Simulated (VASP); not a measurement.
# TiO2 (P1) in VASP: single point with PBE

Aim: the single point of TiO2 with PBE.

The COD entry that gives the cell may itself be a prediction, so a difference from it is no test against experiment.

All numbers are computed with VASP 6.6.1; they aren't measurements. Logs are shortened: lines on timing, memory, paths and dates and some standing lists are left out, and cuts for length are marked.

### Step 1. The cell of the first run

The typed cell holds 36 atoms: a = 8.233 Å, b = 8.233 Å, c = 10.756 Å, α = 70.94°, β = 70.94°, γ = 68.90°.

### Step 2. Single point, PBE

INCAR

```
SYSTEM = TiO2
ALGO = Normal
EDIFF = 1E-6
ENCUT = 520
GGA = PE
ISIF = 2
ISMEAR = -1
LASPH = .TRUE.
LCHARG = .FALSE.
LREAL = Auto
LWAVE = .FALSE.
NBANDS = 168
NELM = 80
PREC = Accurate
SIGMA = 0.24
```

KPOINTS

```
k-points
0
G
  2 2 1
  0 0 0
```

POSCAR

```
TiO2
1.0
   -2.6888770000      4.6572710000      6.2335590000
    5.3777530000      0.0000000000      6.2335590000
    5.3777530000      9.3145420000      0.0000000000
Ti O
12 24
Direct
    0.8920912400      0.4573144527      0.0449071289
    0.5722120345      0.0759570131      0.9963510268
   -0.0003187809      0.0222645104      0.2676228900
    0.9476123860      0.4549731995      0.5286370833
    0.5411328793      0.1548900508      0.4417605862
    0.0118219592      0.0681644499      0.7809983499
    0.4124011569      0.9225023870      0.3201162281
    0.0385816531      0.6514254519      0.1906067723
    0.5146583502      0.5265285544      0.5382010828
    0.4551133961      0.9124039403      0.7818434421
    0.0440585198      0.6633864567      0.7115870575
    0.4719696978      0.5239300763      0.0097813949
    0.0140191919      0.2345867810      0.1437117170
    0.9075761269      0.6605810045      0.0765224983
    0.2601569166      0.6692800230      0.0938509630
    0.4259500629      0.3063603235      1.0314339797
    0.4991484043      0.9119876738      0.1406543244
    0.1879282968      0.8740332568      0.3364381194
    0.0530993931      0.2460555520      0.6256240765
    0.9688715626      0.6266214776      0.5910760367
    0.3150636330      0.5798986189      0.6569687784
    0.4651966092      0.3755430068      0.4828743402
    0.5229543915      0.9642858833      0.5895898777
    0.2103604146      1.0057666807      0.8396756965
    0.5417263178      0.7290405106      0.4178019413
    0.4042054717      0.1314917118      0.3389759344
    0.7867721885      0.0867095577      0.3700116123
    0.9193614322      0.8727608530      0.2361130223
    0.0290321420      0.5013069468      0.3469402411
    0.7252637578      0.4456885024      0.5959445063
    0.5212960281      0.6851415784      0.8516342646
    0.5047141136      0.0451964592      0.8582504213
    0.8217527549      0.0497076741      0.9402582248
    1.0006776444      0.8971948230      0.7325935109
   -0.0201215079      0.5075156274      0.8727440722
    0.6584375199      0.4519714775      0.0788743057
```

Potentials or basis: VASP PAW PBE potentials, release 64 (Ti_sv, O).

Run with:

```sh
$ cat potpaw_PBE.64/Ti_sv/POTCAR potpaw_PBE.64/O/POTCAR > POTCAR
$ mpirun -np 1 vasp_std > vasp.out
```

OUTCAR:

```text
SYSTEM = TiO2
   EDIFF = 1E-6
   ENCUT = 520
   GGA = PE
   ISIF = 2
   ISMEAR = -1
   LASPH = .TRUE.
   LREAL = Auto
   NELM = 80
   PREC = Accurate

 ion  position               nearest neighbor table
   1  0.892  0.457  0.045-  35 1.72  36 1.85  14 1.87  13 1.90
   2  0.572  0.076  0.996-  17 1.79  32 1.86  33 1.89  16 1.93
   3  1.000  0.022  0.268-  27 1.74  28 1.75  18 1.80  13 1.84
   4  0.948  0.455  0.529-  30 1.75  19 1.77  29 1.80  20 1.83
   5  0.541  0.155  0.442-  23 1.84  22 1.85  27 1.86  26 1.91
   6  0.012  0.068  0.781-  34 1.69  24 1.79  19 1.86  33 1.91
   7  0.412  0.923  0.320-  26 1.77  25 1.79  17 1.85  18 1.97
   8  0.039  0.651  0.191-  29 1.73  15 1.81  14 1.85  28 1.87
   9  0.515  0.527  0.538-  21 1.73  22 1.75  25 1.78  30 1.85
  10  0.455  0.912  0.782-  31 1.73  32 1.78  24 1.85  23 1.90
  11  0.044  0.663  0.712-  20 1.75  35 1.84  34 1.90  21 2.02
  12  0.472  0.524  0.010-  36 1.75  31 1.81  15 1.86  16 1.89
  13  0.014  0.235  0.144-   3 1.84   1 1.90
  14  0.908  0.661  0.077-   8 1.85   1 1.87
  15  0.260  0.669  0.094-   8 1.81  12 1.86
  16  0.426  0.306  0.031-  12 1.89   2 1.93
  17  0.499  0.912  0.141-   2 1.79   7 1.85
[... 17 lines left out ...]
  35  0.980  0.508  0.873-   1 1.72  11 1.84
  36  0.658  0.452  0.079-  12 1.75   1 1.85

  LATTYP: Found a base centered monoclinic cell.
 ALAT       =    13.5775277034
 B/A-ratio  =     0.6860263670
 C/A-ratio  =     0.7921550029
 COS(beta)  =    -0.3960774830

  Lattice vectors:

 A1 = (   2.6888770000,  -4.6572710000,  -6.2335590000)
 A2 = (  -5.3777530000,   0.0000000000,  -6.2335590000)
 A3 = (   5.3777530000,   9.3145420000,   0.0000000000)

Analysis of symmetry for initial positions (statically):
=====================================================================
 Subroutine PRICEL returns:
 Original cell was already a primitive cell.

 Routine SETGRP: Setting up the symmetry group for a
 base centered monoclinic supercell.

 Subroutine GETGRP returns: Found  1 space group operations
 (whereof  1 operations were pure point group operations)
 out of a pool of  4 trial point group operations.

The static configuration has the point symmetry C_1 .

Analysis of symmetry for dynamics (positions and initial velocities):
=====================================================================
 Subroutine PRICEL returns:
 Original cell was already a primitive cell.

 Routine SETGRP: Setting up the symmetry group for a
 base centered monoclinic supercell.

[... 175 lines left out ...]
   NFREE  =      0    steps in history (QN), initial steepest desc. (CG)
   ISIF   =      2    stress and relaxation
   ISYM   =      2    0-nonsym 1-usesym 2-fastsym
   POTIM  = 0.5000    time-step for ionic-motion
   TEBEG  =    0.0;   TEEND  =   0.0 temperature during run
   PSTRESS=    0.0 pullay stress
   NELECT =     288.0000    total number of electrons
   NUPDOWN=      -1.0000    fix difference up-down
   EMIN   =  10.00;   EMAX   =-10.00  energy-range for DOS
   EFERMI =   0.00;   METHOD = LEGACY
   ISMEAR =    -1;   SIGMA  =   0.24  broadening in eV -4-tet -1-fermi 0-gaus
   EFERMI_NEDOS =   21; number of points for ismear=-14 and -15
   IALGO  =     38    algorithm
   IMIX   =      4    mixing-type and parameters
     AMIX     =   0.40;   BMIX     =  1.00
     AMIX_MAG =   1.60;   BMIX_MAG =  1.00
  volume/ion in A,a.u.               =      17.35       117.06
  Fermi-wavevector in a.u.,A,eV,Ry     =   1.264822  2.390168 21.766266  1.599775
  Thomas-Fermi vector in A             =   2.398108
   LORBIT       =      0    0 simple, 1 ext, 2 COOP (PROOUT), +10 PAW based schemes
   GGA     = PE    functional components
   LHFCALC =     F    Hartree Fock is set to
   AEXX    =    0.0000 exact exchange contribution
   IVDW    =     0    specifies the selected vdW correction
   LEPSILON=     F    determine dielectric tensor
   LRPA    =     F    only Hartree local field effects (RPA)
 non-spin polarized calculation
  energy-cutoff  :      520.00
  volume of cell :      624.49
 maximum number of plane-waves:     16872
 NGX is ok and might be reduce to    64
   NGX = 31   NGY = 31   NGZ = 39

 number of electron     288.0000009 magnetization

 Free energy of the ion-electron system (eV)
  ---------------------------------------------------
  ext. energy  EPLUGINS =         0.00000000
  ---------------------------------------------------
  free energy    TOTEN  =      -316.53758417 eV

  energy without entropy =     -316.48556793  energy(sigma->0) =     -316.51157605

 E-fermi :   1.2557     XC(G=0):  -8.2926

 val. band max:       -0.2182167753   @ k =   0.5000   0.5000   0.0000
 cond. band min:       2.5964881267   @ k =   0.5000   0.5000   0.0000
 fundamental gap:      2.8147049020
 Fermi energy:         1.2557457044

 k-point     1 :       0.0000    0.0000    0.0000
  band No.  band energies     occupation
      1     -56.8107      2.00000
      2     -56.3029      2.00000
      3     -56.0743      2.00000
      4     -56.0143      2.00000
      5     -55.9908      2.00000
      6     -55.9877      2.00000
[... 625 lines left out ...]
    155       3.5844      0.00012
    156       3.6174      0.00011
 [bands above 156 left out]

------------------------ aborting loop because EDIFF is reached ----------------------------------------

  FORCE on cell =-STRESS in cart. coord.  units (eV):
  Direction    XX          YY          ZZ          XY          YZ          ZX
  --------------------------------------------------------------------------------------
  -------------------------------------------------------------------------------------
  Total        8.1233860     16.3040049      6.6773863      8.3302363     -3.1731561      3.2718831
  in kB       20.8410323     41.8288990     17.1312337     21.3717191     -8.1409217      8.3942118
  external PRESSURE =      26.6003883 kB  Pullay stress =       0.0000000 kB

 VOLUME and BASIS-vectors are now :
 -----------------------------------------------------------------------------
  energy-cutoff  :      520.00
  volume of cell :      624.49
      direct lattice vectors                 reciprocal lattice vectors
    -2.688877000  4.657271000  6.233559000    -0.092975631  0.053679502  0.080210996
     5.377753000  0.000000000  6.233559000     0.092975631 -0.053679502  0.080211004
     5.377753000  9.314542000  0.000000000     0.046487815  0.080519258 -0.040105498

 POSITION                                       TOTAL-FORCE (eV/Angst)
 -----------------------------------------------------------------------------------
      0.30210      4.57300      8.41160         1.171826      3.007183     -1.059529
      4.22800     11.94550      4.04040         0.318372     -0.850874      1.554387
     -1.12908      7.14857      6.37036        -0.887851     -0.415756      0.930086
      2.74160      9.33730      8.74310         0.072242      0.750877     -0.135690
      1.75360      6.63500      4.33870        -1.041346      0.689995     -0.582461
      4.53480      7.32970      0.49860         2.649971      1.593975      0.541759
[... 28 lines left out ...]
      4.78792     12.69277      9.27176        -1.680217     -2.237062      1.236515
      1.08430      3.80120      6.92180        -0.082232      1.261191      0.869423
 -----------------------------------------------------------------------------------
    total drift:                               -0.002772     -0.002347     -0.011081

  FREE ENERGIE OF THE ION-ELECTRON SYSTEM (eV)
  ---------------------------------------------------
  free  energy   TOTEN  =      -316.5375841707 eV

  energy  without entropy=     -316.4855679261  energy(sigma->0) =     -316.51157605
```

OSZICAR:

```text
N       E                     dE             d eps       ncg     rms          rms(c)
DAV:   1     0.455769565204E+04    0.45577E+04   -0.14275E+05  1368   0.184E+03
DAV:   2     0.609374619495E+03   -0.39483E+04   -0.38068E+04  1400   0.576E+02
DAV:   3    -0.322657493674E+03   -0.93203E+03   -0.90710E+03  1696   0.251E+02
[... 12 lines left out ...]
DAV:  16    -0.316537569053E+03   -0.28544E-04   -0.32976E-04  1856   0.821E-02    0.381E-02
DAV:  17    -0.316537569359E+03   -0.30668E-06   -0.19608E-04  1896   0.461E-02    0.154E-02
DAV:  18    -0.316537578831E+03   -0.94715E-05   -0.35415E-05  1880   0.212E-02    0.101E-02
DAV:  19    -0.316537583563E+03   -0.47325E-05   -0.94793E-06  1592   0.121E-02    0.487E-03
DAV:  20    -0.316537584171E+03   -0.60747E-06   -0.42142E-06  1280   0.723E-03
   1 F= -.31653758E+03 E0= -.31651158E+03  d E =-.520162E-01
```

Wall time 18 min (1 thread of AMD EPYC 7R43 (Zen 3), shared host); peak memory 0.74 GiB.

Results:

| Item | Value |
| --- | --- |
| Free energy | -316.5376 eV |
| Pressure | 2.7 GPa |
| Largest force | 4.683 eV/Å |
| Band gap on the k mesh | 2.81 eV, direct |

Forces in eV/Å, atoms in the order of the input:
```
Ti   1.172  3.007 -1.060
Ti   0.318 -0.851  1.554
Ti  -0.888 -0.416  0.930
Ti   0.072  0.751 -0.136
Ti  -1.041  0.690 -0.582
Ti   2.650  1.594  0.542
Ti  -0.790 -2.238 -2.541
Ti   1.740 -2.598  2.241
Ti   0.315  1.152  0.691
Ti   1.847 -2.589  1.110
Ti  -1.418  1.848  2.148
Ti   0.799 -0.402 -2.666
O    0.603 -1.494  1.215
O   -0.962  0.725 -1.388
O   -1.147  0.592  0.009
O   -1.215 -0.169  1.025
O    0.155  0.735  0.331
O    0.224  1.928  2.093
O   -0.407  0.232  0.119
O    0.843 -0.027  0.618
O    3.377 -0.315 -1.931
O   -2.236 -0.953 -1.420
O    1.009  0.085  0.579
O   -0.784  0.074 -0.137
O   -0.078 -0.633  0.898
O    0.623  1.065  1.160
O    4.280  0.291 -1.359
O   -2.644 -1.053 -1.273
O   -0.812  1.258 -1.450
O    0.425 -0.385 -1.029
O   -1.907  0.625 -0.715
O   -0.066  1.105  1.143
O    1.158 -1.216 -0.018
O   -3.457 -1.443 -2.810
O   -1.680 -2.237  1.237
O   -0.082  1.261  0.869
```

Stress tensor (GPa, compression positive):
```
 2.08  2.14  0.84
 2.14  4.18 -0.81
 0.84 -0.81  1.71
```

Levels at points of the mesh, in eV from the valence-band top:
| k point | band 142 | band 143 | band 144 | band 145 | band 146 | band 147 |
| --- | --- | --- | --- | --- | --- | --- |
| (0.00, 0.00, 0.00) | -0.22 | -0.18 | -0.06 | 2.89 | 3.04 | 3.36 |
| (0.50, 0.00, 0.00) | -0.15 | -0.13 | -0.02 | 2.86 | 3.01 | 3.32 |
| (0.00, 0.50, 0.00) | -0.22 | -0.17 | -0.04 | 2.88 | 3.06 | 3.26 |
| (0.50, 0.50, 0.00) | -0.16 | -0.12 | 0.00 | 2.81 | 3.04 | 3.24 |

Caveat: the k points lie up to 0.64 Å⁻¹ apart; forces of over 1 eV/Å act on the atoms, so gaps and moduli don't describe the material at rest. A k mesh can miss the band edges.
